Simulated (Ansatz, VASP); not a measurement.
## One calculation of Ru, two programs

File INCAR:

```
PREC = Accurate ; ENCUT = 520
EDIFF = 1E-6 ; ISMEAR = 0
SIGMA = 0.027000000000000003 ; LREAL = False
LASPH = True ; NELM = 80
ALGO = Normal ; ISIF = 2
LWAVE = False ; LCHARG = True
GGA = PE ; LELF = True
LVHAR = True ; NBANDS = 21
```

The input KPOINTS:

```
Automatic mesh
0
Gamma
  11 11 6
```

File POSCAR:

```
Ru
1.0
    2.7058000000      0.0000000000      0.0000000000
   -1.3529000000      2.3432915376      0.0000000000
    0.0000000000      0.0000000000      4.2819000000
Ru
2
Direct
    0.6666666667      0.3333333333      0.7500000000
    0.3333333333      0.6666666667      0.2500000000
```

The input input.yaml:

```yaml
crystal:
  lattice:
    - [2.7058, 0.0, 0.0]
    - [-1.3529, 2.3432915376, 0.0]
    - [0.0, 0.0, 4.2819]
  atoms:
    - { symbol: Ru, position: [0.6666666667, 0.3333333333, 0.75] }
    - { symbol: Ru, position: [0.3333333333, 0.6666666667, 0.25] }
kpoints:
  mp_grid: { grid: [11, 11, 6] }
scf:
  occupations: { method: gaussian, width: 0.027 }
hamiltonian:
  xc: pbe
  pseudopotentials: { kind: all_electron, lapw: { basis_error: 0.001 } }
output:
  forces: true
  stress: true
  eigenvalues: true
```

Alike in both runs: task single point; functional PBE; k mesh 11 × 11 × 6; occupations gaussian, width 0.027 eV; no spin polarisation.

|  | VASP | Ansatz |
| --- | --- | --- |
| version | VASP 6.6.1 | Ansatz 0.2.0 |
| potentials or method | VASP PAW PBE potentials, release 64 (Ru_pv), cutoff 520 eV | all-electron LAPW, scalar-relativistic |

VASP gave:

| Property | Result |
| --- | --- |
| gap on the k mesh at the Fermi level (eV) | none |
| pressure (GPa) | 4.4 |
| traceless stress, the component that is largest in VASP (GPa) | -0.11 |

Task: Which values does Ansatz return?

Result: gap on the k mesh at the Fermi level (eV): none; pressure (GPa): 4.4; traceless stress, the component that is largest in VASP (GPa): -0.17.

A gap of «none» marks a metal or a gap that the smearing closes. Ansatz ran all-electron here, and VASP with PAW potentials.
